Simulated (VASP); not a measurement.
# AlFe (Pm-3m) in VASP: a series of runs

AlFe is run at these levels: PBE, LDA; tasks: single point.

All numbers are computed with VASP 6.6.1; they aren't measurements. Logs are shortened: lines on timing, memory, paths and dates and some standing lists are left out, and cuts for length are marked.

## Step 1: The cell of the first run

It takes space group Pm-3m (No. 221, cubic). The conventional cell has a = 2.890 Å, b = 2.890 Å, c = 2.890 Å, α = 90.00°, β = 90.00°, γ = 90.00°. Fe (site symmetry m-3m) has 8 Al at 2.50 Å and 6 Fe at 2.89 Å within 3.3 Å. Within 3.3 Å of Al (site symmetry m-3m) lie 8 Fe at 2.50 Å and 6 Al at 2.89 Å.

## Step 2: Single point, PBE, collinear spin, ferromagnetic start

The input, INCAR:

```
SYSTEM = AlFe
PREC = Accurate
ENCUT = 520
EDIFF = 1E-6
ISMEAR = -1
SIGMA = 0.05
LREAL = .False.
LASPH = .True.
NELM = 150
ALGO = Normal
ISIF = 2
LWAVE = .False.
LCHARG = .False.
ISPIN = 2
MAGMOM = 3 0
LORBIT = 11
LMAXMIX = 4
GGA = PE
NBANDS = 16
```

The input, KPOINTS:

```
regular mesh
0
Gamma
  9 9 9
  0 0 0
```

The input, POSCAR:

```
AlFe
1.0
    2.8904692102      0.0000000000      0.0000000000
    0.0000000000      2.8904692102      0.0000000000
    0.0000000000      0.0000000000      2.8904692102
Fe Al
1 1
Direct
    0.5000000000      0.5000000000      0.5000000000
    0.0000000000      0.0000000000      0.0000000000
```

Potentials or basis: VASP PAW PBE potentials, release 64 (Fe, Al).

Launch:

```bash
cat potpaw_PBE.64/Fe/POTCAR potpaw_PBE.64/Al/POTCAR > POTCAR
mpirun -np 1 vasp_std > vasp.out
```

OUTCAR:

```text
SYSTEM = AlFe
   PREC = Accurate
   ENCUT = 520
   EDIFF = 1E-6
   ISMEAR = -1
   LREAL = .False.
   LASPH = .True.
   NELM = 150
   ISIF = 2
   ISPIN = 2
   LORBIT = 11
   GGA = PE

 ion  position               nearest neighbor table
   1  0.500  0.500  0.500-   2 2.50   2 2.50   2 2.50   2 2.50   2 2.50   2 2.50   2 2.50   2 2.50

   2  0.000  0.000  0.000-   1 2.50   1 2.50   1 2.50   1 2.50   1 2.50   1 2.50   1 2.50   1 2.50

  LATTYP: Found a simple cubic cell.
 ALAT       =     2.8904692102

  Lattice vectors:

 A1 = (   2.8904692102,   0.0000000000,   0.0000000000)
 A2 = (   0.0000000000,   2.8904692102,   0.0000000000)
 A3 = (   0.0000000000,   0.0000000000,   2.8904692102)

Analysis of symmetry for initial positions (statically):
=====================================================================
 Subroutine PRICEL returns:
 Original cell was already a primitive cell.

 Routine SETGRP: Setting up the symmetry group for a
 simple cubic supercell.

 Subroutine GETGRP returns: Found 48 space group operations
 (whereof 48 operations were pure point group operations)
 out of a pool of 48 trial point group operations.

The static configuration has the point symmetry O_h .

Analysis of symmetry for dynamics (positions and initial velocities):
=====================================================================
 Subroutine PRICEL returns:
 Original cell was already a primitive cell.

 Routine SETGRP: Setting up the symmetry group for a
 simple cubic supercell.

 Subroutine GETGRP returns: Found 48 space group operations
 (whereof 48 operations were pure point group operations)
 out of a pool of 48 trial point group operations.

The dynamic configuration has the point symmetry O_h .

Analysis of structural, dynamic, and magnetic symmetry:
=====================================================================
 Subroutine PRICEL returns:
 Original cell was already a primitive cell.

 Routine SETGRP: Setting up the symmetry group for a
 simple cubic supercell.

 Subroutine GETGRP returns: Found 48 space group operations
 (whereof 48 operations were pure point group operations)
 out of a pool of 48 trial point group operations.

The overall configuration has the point symmetry O_h .

 Subroutine INISYM returns: Found 48 space group operations
 (whereof 48 operations are pure point group operations),
 and found     1 'primitive' translations

----------------------------------------------------------------------------------------

                                     Primitive cell

  volume of cell :      24.1493

  direct lattice vectors                    reciprocal lattice vectors
     2.890469210  0.000000000  0.000000000     0.345964592  0.000000000  0.000000000
     0.000000000  2.890469210  0.000000000     0.000000000  0.345964592  0.000000000
     0.000000000  0.000000000  2.890469210     0.000000000  0.000000000  0.345964592

  length of vectors
     2.890469210  2.890469210  2.890469210     0.345964592  0.345964592  0.345964592

  position of ions in fractional coordinates (direct lattice)
     0.500000000  0.500000000  0.500000000
     0.000000000  0.000000000  0.000000000

  ion indices of the primitive-cell ions
   primitive index   ion index
                 1           1
                 2           2

----------------------------------------------------------------------------------------

 KPOINTS: regular mesh

Automatic generation of k-mesh.
 Grid dimensions read from file:
 generate k-points for:    9    9    9

 Generating k-lattice:

  Cartesian coordinates                     Fractional coordinates (reciprocal lattice)
     0.038440510  0.000000000  0.000000000     0.111111111  0.000000000  0.000000000
     0.000000000  0.038440510  0.000000000     0.000000000  0.111111111  0.000000000
     0.000000000  0.000000000  0.038440510     0.000000000  0.000000000  0.111111111

  Length of vectors
     0.038440510  0.038440510  0.038440510

  Shift w.r.t. Gamma in fractional coordinates (k-lattice)
     0.000000000  0.000000000  0.000000000

 Subroutine IBZKPT returns following result:
 ===========================================

 Found     35 irreducible k-points:

 Following reciprocal coordinates:
            Coordinates               Weight
  0.000000  0.000000  0.000000      1.000000
  0.111111  0.000000  0.000000      6.000000
  0.222222  0.000000  0.000000      6.000000
  0.333333  0.000000  0.000000      6.000000
  0.444444  0.000000  0.000000      6.000000
  0.111111  0.111111  0.000000     12.000000
[... 16 lines left out ...]
  0.333333  0.333333  0.111111     24.000000
  0.444444  0.333333  0.111111     48.000000
 [... further k-points ...]
   k-points           NKPTS =     35   k-points in BZ     NKDIM =     35   number of bands    NBANDS=     16
   number of dos      NEDOS =    301   number of ions     NIONS =      2
   total plane-waves  NPLWV =  13824
   dimension x,y,z NGX =    24 NGY =   24 NGZ =   24
   dimension x,y,z NGXF=    48 NGYF=   48 NGZF=   48
   ions per type =               1   1
   NGX,Y,Z   is equivalent  to a cutoff of  13.80, 13.80, 13.80 a.u.
   NGXF,Y,Z  is equivalent  to a cutoff of  27.61, 27.61, 27.61 a.u.
 SYSTEM =  AlFe
   PREC   = accura    normal or accurate (medium, high low for compatibility)
   ISTART =      0    job   : 0-new  1-cont  2-samecut
   ICHARG =      2    charge: 1-file 2-atom 10-const
   ISPIN  =      2    spin polarized calculation?
   LNONCOLLINEAR =      F non collinear calculations
   LSORBIT =      F    spin-orbit coupling
   LASPH  =      T    aspherical Exc in radial PAW
   ENCUT  =  520.0 eV  38.22 Ry    6.18 a.u.   5.37  5.37  5.37*2*pi/ulx,y,z
   NELM   =    150;   NELMIN=  2; NELMDL= -5     # of ELM steps
   EDIFF  = 0.1E-05   stopping-criterion for ELM
   LREAL  =      F    real-space projection
   EDIFFG = 0.1E-04   stopping-criterion for IOM
   NSW    =      0    number of steps for IOM
   IBRION =     -1    ionic relax: 0-MD 1-quasi-New 2-CG
   NFREE  =      0    steps in history (QN), initial steepest desc. (CG)
   ISIF   =      2    stress and relaxation
   ISYM   =      2    0-nonsym 1-usesym 2-fastsym
   POTIM  = 0.5000    time-step for ionic-motion
   TEBEG  =    0.0;   TEEND  =   0.0 temperature during run
   PSTRESS=    0.0 pullay stress
   NELECT =      11.0000    total number of electrons
   NUPDOWN=      -1.0000    fix difference up-down
   EMIN   =  10.00;   EMAX   =-10.00  energy-range for DOS
   EFERMI =   0.00;   METHOD = LEGACY
   ISMEAR =    -1;   SIGMA  =   0.05  broadening in eV -4-tet -1-fermi 0-gaus
   EFERMI_NEDOS =   21; number of points for ismear=-14 and -15
   IALGO  =     38    algorithm
   IMIX   =      4    mixing-type and parameters
     AMIX     =   0.40;   BMIX     =  1.00
     AMIX_MAG =   1.60;   BMIX_MAG =  1.00
  volume/ion in A,a.u.               =      12.07        81.48
  Fermi-wavevector in a.u.,A,eV,Ry     =   1.259614  2.380325 21.587367  1.586627
  Thomas-Fermi vector in A             =   2.393165
   LORBIT       =     11    0 simple, 1 ext, 2 COOP (PROOUT), +10 PAW based schemes
   GGA     = PE    functional components
   LHFCALC =     F    Hartree Fock is set to
   AEXX    =    0.0000 exact exchange contribution
   IVDW    =     0    specifies the selected vdW correction
   LEPSILON=     F    determine dielectric tensor
   LRPA    =     F    only Hartree local field effects (RPA)
 spin polarized calculation
  energy-cutoff  :      520.00
  volume of cell :       24.15
 maximum number of plane-waves:       666
 NGX is ok and might be reduce to    24
   NGX = 11   NGY = 11   NGZ = 11

 number of electron      10.9999992 magnetization       0.6375666

 Free energy of the ion-electron system (eV)
  ---------------------------------------------------
  ext. energy  EPLUGINS =         0.00000000
  ---------------------------------------------------
  free energy    TOTEN  =       -12.65609555 eV

  energy without entropy =      -12.63766931  energy(sigma->0) =      -12.64688243

 E-fermi :   7.8313     XC(G=0): -12.0671

 val. band max:        7.8295779052   @ k =   0.4444   0.4444   0.2222
 cond. band min:       7.8365895330   @ k =   0.4444   0.2222   0.1111
 fundamental gap:      0.0070116278
 Fermi energy:         7.8313042495

 spin component 1

 k-point     1 :       0.0000    0.0000    0.0000
  band No.  band energies     occupation
      1      -2.4657      1.00000
      2       5.4216      1.00000
      3       5.4216      1.00000
      4       7.4664      0.99932
      5       7.4664      0.99932
      6       7.4664      0.99932
[... 8 lines left out ...]
     15      29.4141      0.00000
     16      31.3142      0.00000
[... 419 lines left out ...]
 k-point    24 :       0.4444    0.3333    0.1111
  band No.  band energies     occupation
      1       2.4378      1.00000
      2       4.1780      1.00000
      3       5.6015      1.00000
      4       6.3279      1.00000
      5       6.9943      1.00000
      6       7.1208      1.00000
[... 8 lines left out ...]
     15      28.2408      0.00000
     16      29.3103      0.00000

 [... further k-points ...]

 spin component 2

 k-point     1 :       0.0000    0.0000    0.0000
  band No.  band energies     occupation
      1      -2.4704      1.00000
      2       5.7276      1.00000
      3       5.7276      1.00000
      4       8.2674      0.00016
      5       8.2674      0.00016
      6       8.2674      0.00016
[... 8 lines left out ...]
     15      29.4510      0.00000
     16      31.2823      0.00000
[... 419 lines left out ...]
 k-point    24 :       0.4444    0.3333    0.1111
  band No.  band energies     occupation
      1       2.5175      1.00000
      2       4.3092      1.00000
      3       5.9322      1.00000
      4       6.7111      1.00000
      5       7.6495      0.97433
      6       7.7203      0.90206
[... 8 lines left out ...]
     15      28.3798      0.00000
     16      29.2972      0.00000

 [... further k-points ...]
[... 5 lines left out ...]
  --------------------------------------------------------------------------------------
  -------------------------------------------------------------------------------------
  Total       -0.4430679     -0.4430679     -0.4430679     -0.0000000      0.0000000     -0.0000000
  in kB      -29.3951582    -29.3951582    -29.3951582     -0.0000000      0.0000000     -0.0000000
  external PRESSURE =     -29.3951582 kB  Pullay stress =       0.0000000 kB

 VOLUME and BASIS-vectors are now :
 -----------------------------------------------------------------------------
  energy-cutoff  :      520.00
  volume of cell :       24.15
      direct lattice vectors                 reciprocal lattice vectors
     2.890469210  0.000000000  0.000000000     0.345964592  0.000000000  0.000000000
     0.000000000  2.890469210  0.000000000     0.000000000  0.345964592  0.000000000
     0.000000000  0.000000000  2.890469210     0.000000000  0.000000000  0.345964592

 POSITION                                       TOTAL-FORCE (eV/Angst)
 -----------------------------------------------------------------------------------
      1.44523      1.44523      1.44523         0.000000      0.000000      0.000000
      0.00000      0.00000      0.00000         0.000000      0.000000      0.000000
 -----------------------------------------------------------------------------------
    total drift:                                0.000000     -0.000000     -0.000000

  FREE ENERGIE OF THE ION-ELECTRON SYSTEM (eV)
  ---------------------------------------------------
  free  energy   TOTEN  =       -12.6560955515 eV

  energy  without entropy=      -12.6376693072  energy(sigma->0) =      -12.64688243

 total charge

# of ion       s       p       d       tot
------------------------------------------
    1        0.425   0.489   6.468   7.383
    2        0.398   0.428   0.000   0.826
--------------------------------------------------
tot          0.822   0.918   6.468   8.209

 magnetization (x)

# of ion       s       p       d       tot
------------------------------------------
    1       -0.001   0.004   0.680   0.683
    2       -0.008  -0.015   0.000  -0.023
--------------------------------------------------
tot         -0.009  -0.011   0.680   0.660
```

Wall time 16 s (1 thread of Intel Xeon 6975P-C, shared host); peak memory 0.16 GiB.

Results:

* Free energy: -12.6561 eV
* Pressure: -2.9 GPa
* Net moment: 0.64 μB per cell
* Site moments: Fe +0.68; Al -0.02 μB
* Valence electrons inside the program's atomic spheres: Fe 7.38; Al 0.83

## Step 3: Single point, LDA, collinear spin, ferromagnetic start

This run uses another cell than the first one, of 12.32 Å³/atom, 1.020 times its volume.

The input, INCAR:

```
SYSTEM = AlFe
PREC = Accurate
ENCUT = 520
EDIFF = 1E-6
ISMEAR = -1
SIGMA = 0.05
LREAL = .FALSE.
LASPH = .TRUE.
NELM = 150
ALGO = Normal
ISIF = 2
LWAVE = .FALSE.
LCHARG = .TRUE.
ISPIN = 2
MAGMOM = 3 0
LORBIT = 11
LMAXMIX = 4
GGA = CA
LELF = .TRUE.
LVHAR = .TRUE.
NBANDS = 16
```

The input, KPOINTS:

```
Automatic mesh
0
G
  9 9 9
  0 0 0
```

The input, POSCAR:

```
AlFe
1.0
    2.9100000000      0.0000000000      0.0000000000
    0.0000000000      2.9100000000      0.0000000000
    0.0000000000      0.0000000000      2.9100000000
Fe Al
1 1
Direct
    0.5000000000      0.5000000000      0.5000000000
    0.0000000000      0.0000000000      0.0000000000
```

Potentials or basis: VASP PAW LDA potentials, release 64 (Fe, Al).

Launch:

```bash
cat potpaw_LDA.64/Fe/POTCAR potpaw_LDA.64/Al/POTCAR > POTCAR
mpirun -np 1 vasp_std > vasp.out
```

Run time: 16 s. Hardware: 1 thread of Intel Xeon 6975P-C, shared host; peak memory 0.15 GiB.

It converged, with:

```
Free energy                                           : -14.2078 eV
Pressure                                              : -16.2 GPa
Net moment                                            : 0.58 μB per cell
Site moments                                          : Fe +0.61; Al -0.02 μB
Valence electrons inside the program's atomic spheres : Fe 7.37; Al 0.83
```

Levels at points of the mesh, in eV from the Fermi level:
Spin up:
| k point | band 2 | band 3 | band 4 | band 5 | band 6 | band 7 | band 8 | band 9 | band 10 | band 11 |
| --- | --- | --- | --- | --- | --- | --- | --- | --- | --- | --- |
| (0.00, 0.00, 0.00) | -2.33 | -2.33 | -0.21 | -0.21 | -0.21 | 6.16 | 6.16 | 6.16 | 9.24 | 9.24 |
Spin down:
| k point | band 3 | band 4 | band 5 | band 6 | band 7 | band 8 |
| --- | --- | --- | --- | --- | --- | --- |
| (0.00, 0.00, 0.00) | -2.02 | 0.40 | 0.40 | 0.40 | 6.20 | 6.20 |

## Step 4: Single point, LDA, collinear spin, ferromagnetic start

This run uses another cell than the first one, of 12.57 Å³/atom, 1.041 times its volume.

Edit INCAR of step 3 so:

```diff
@@ -12,3 +12,3 @@
 LWAVE = .FALSE.
-LCHARG = .TRUE.
+LCHARG = .FALSE.
 ISPIN = 2
@@ -17,5 +17,2 @@
 LMAXMIX = 4
-GGA = CA
-LELF = .TRUE.
-LVHAR = .TRUE.
 NBANDS = 16
```

KPOINTS is that of step 3.

The input, POSCAR:

```
AlFe
1.0
    2.9292720848      0.0000000000      0.0000000000
    0.0000000000      2.9292720848      0.0000000000
    0.0000000000      0.0000000000      2.9292720848
Fe Al
1 1
Direct
    0.5000000000      0.5000000000      0.5000000000
    0.0000000000      0.0000000000      0.0000000000
```

Launch:

```bash
cat potpaw_LDA.64/Fe/POTCAR potpaw_LDA.64/Al/POTCAR > POTCAR
mpirun -np 1 vasp_std > vasp.out
```

Run time: 15 s. Hardware: 1 thread of Intel Xeon 6975P-C, shared host; peak memory 0.14 GiB.

The run converged. Its results:

```yaml
Free_energy: -14.1539 eV
Pressure: -18.7 GPa
Net_moment: 0.61 μB per cell
Site_moments: Fe +0.64; Al -0.02 μB
Valence_electrons_inside_the_program's_atomic_spheres: Fe 7.33; Al 0.81
```

Levels at points of the mesh, in eV from the Fermi level:
Spin up:
```
           k point  band 3  band 4  band 5  band 6  band 7  band 8  band 9  band 10
(0.00, 0.00, 0.00)   -2.29   -0.24   -0.24   -0.24    6.04    6.04    6.04     9.13
```
Spin down:
```csv
k point,band 3,band 4,band 5,band 6,band 7,band 8
"(0.00, 0.00, 0.00)",-1.96,0.39,0.39,0.39,6.07,6.07
```

## Step 5: Single point, LDA, collinear spin, ferromagnetic start

This run uses another cell than the first one, of 12.81 Å³/atom, 1.061 times its volume.

The input, INCAR:

```
PREC = Accurate
ENCUT = 520
EDIFF = 1E-7
ISMEAR = -1
SIGMA = 0.05
LREAL = False
LASPH = True
NELM = 150
ALGO = Normal
ISIF = 2
LWAVE = False
LCHARG = False
ISPIN = 2
MAGMOM = 3 0
LORBIT = 11
LMAXMIX = 4
GGA = CA
NBANDS = 16
```

The input, KPOINTS:

```
regular mesh
0
Gamma
  9 9 9
```

The input, POSCAR:

```
AlFe
1.0
    2.9482938651      0.0000000000      0.0000000000
    0.0000000000      2.9482938651      0.0000000000
    0.0000000000      0.0000000000      2.9482938651
Fe Al
1 1
Direct
    0.5000000000      0.5000000000      0.5000000000
    0.0000000000      0.0000000000      0.0000000000
```

Potentials or basis: VASP PAW LDA potentials, release 64 (Fe, Al).

Launch:

```bash
cat potpaw_LDA.64/Fe/POTCAR potpaw_LDA.64/Al/POTCAR > POTCAR
mpirun -np 1 vasp_std > vasp.out
```

OUTCAR:

```text
PREC = Accurate
   ENCUT = 520
   EDIFF = 1E-7
   ISMEAR = -1
   LREAL = False
   LASPH = True
   NELM = 150
   ISIF = 2
   ISPIN = 2
   LORBIT = 11
   GGA = CA

 ion  position               nearest neighbor table
   1  0.500  0.500  0.500-   2 2.55   2 2.55   2 2.55   2 2.55   2 2.55   2 2.55   2 2.55   2 2.55

   2  0.000  0.000  0.000-   1 2.55   1 2.55   1 2.55   1 2.55   1 2.55   1 2.55   1 2.55   1 2.55

  LATTYP: Found a simple cubic cell.
 ALAT       =     2.9482938651

  Lattice vectors:

[... 1127 lines left out ...]
  external PRESSURE =    -209.0277229 kB  Pullay stress =       0.0000000 kB

 VOLUME and BASIS-vectors are now :
 -----------------------------------------------------------------------------
  energy-cutoff  :      520.00
  volume of cell :       25.63
      direct lattice vectors                 reciprocal lattice vectors
     2.948293865  0.000000000  0.000000000     0.339179215  0.000000000  0.000000000
     0.000000000  2.948293865  0.000000000     0.000000000  0.339179215  0.000000000
     0.000000000  0.000000000  2.948293865     0.000000000  0.000000000  0.339179215

 POSITION                                       TOTAL-FORCE (eV/Angst)
 -----------------------------------------------------------------------------------
      1.47415      1.47415      1.47415         0.000000      0.000000      0.000000
      0.00000      0.00000      0.00000         0.000000      0.000000      0.000000
 -----------------------------------------------------------------------------------
    total drift:                                0.000000     -0.000000     -0.000000

  FREE ENERGIE OF THE ION-ELECTRON SYSTEM (eV)
  ---------------------------------------------------
  free  energy   TOTEN  =       -14.0928424094 eV

  energy  without entropy=      -14.0720746848  energy(sigma->0) =      -14.08245855

 total charge

# of ion       s       p       d       tot
------------------------------------------
    1        0.406   0.441   6.453   7.300
    2        0.398   0.408   0.000   0.805
--------------------------------------------------
tot          0.804   0.849   6.453   8.105

 magnetization (x)

# of ion       s       p       d       tot
------------------------------------------
    1       -0.003   0.001   0.661   0.660
    2       -0.006  -0.013   0.000  -0.019
--------------------------------------------------
tot         -0.009  -0.011   0.661   0.641
```

stdout:

```text
POSCAR found type information on POSCAR FeAl
 POSCAR found :  2 types and       2 ions
 scaLAPACK will be used
 LDA part: xc-table for (Slater(with rela. corr.)+CA(PZ))
 , standard interpolation
 POSCAR, INCAR and KPOINTS ok, starting setup
 FFT: planning ... GRIDC
 FFT: planning ... GRID_SOFT
 FFT: planning ... GRID
 WAVECAR not read
 entering main loop
```

It took 15 s on 1 thread of Intel Xeon 6975P-C, shared host; peak memory 0.15 GiB.

What came out:

```
Free energy                                           : -14.0928 eV
Pressure                                              : -20.9 GPa
Net moment                                            : 0.62 μB per cell
Site moments                                          : Fe +0.66; Al -0.02 μB
Valence electrons inside the program's atomic spheres : Fe 7.30; Al 0.81
```

Levels at points of the mesh, in eV from the Fermi level:
Spin up:
| k point | band 2 | band 3 | band 4 | band 5 | band 6 | band 7 | band 8 | band 9 | band 10 | band 11 |
| --- | --- | --- | --- | --- | --- | --- | --- | --- | --- | --- |
| (0.00, 0.00, 0.00) | -2.25 | -2.25 | -0.26 | -0.26 | -0.26 | 5.92 | 5.92 | 5.92 | 9.03 | 9.03 |
Spin down:
| k point | band 2 | band 3 | band 4 | band 5 | band 6 | band 7 | band 8 | band 9 |
| --- | --- | --- | --- | --- | --- | --- | --- | --- |
| (0.00, 0.00, 0.00) | -1.90 | -1.90 | 0.38 | 0.38 | 0.38 | 5.95 | 5.95 | 5.95 |

(Continued in part 2 of 2.)
